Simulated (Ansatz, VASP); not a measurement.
One calculation of Ti6H, two programs

```
Ti H
1.0
     5.66395    0.00000    0.00000
     0.00000    4.57935    0.00000
     0.00000    0.00000   24.55069
Ti H
12 2
Direct
  0.25000 0.00000 0.16293
  0.75000 0.00000 0.16293
  0.00000 0.50000 0.21677
  0.50000 0.50000 0.21677
  0.25000 0.00000 0.27062
  0.75000 0.00000 0.27062
  0.25000 0.50000 0.32566
  0.75000 0.50000 0.32566
  0.00000 0.00000 0.37797
  0.50000 0.00000 0.37797
  0.25000 0.50000 0.42975
  0.75000 0.50000 0.42975
  0.93379 0.00000 0.55195
  0.06621 0.00000 0.55195
```

Alike in both runs: task single point; functional PBE; k mesh 5 × 6 × 1; occupations gaussian, width 0.1 eV; no spin polarisation.

```csv
,VASP,Ansatz
version,VASP 6.6.1,Ansatz 0.2.0
potentials or method,"VASP PAW PBE potentials, release 64 (Ti_sv, H), cutoff 520 eV","scalar-relativistic, plane waves, PAW"
valence electrons in the cell,146,146
```

Ansatz gave:

```
gap on the k mesh at the Fermi level (eV) : none
rms of the force components (eV/Å)        : 0.111
```

Question: What did VASP give for the same quantities?

Answer: gap on the k mesh at the Fermi level (eV): none; rms of the force components (eV/Å): 0.112.

Atom by atom the forces differ by 0.007 eV/Å (rms over components). A gap of «none» marks a metal or a gap that the smearing closes.
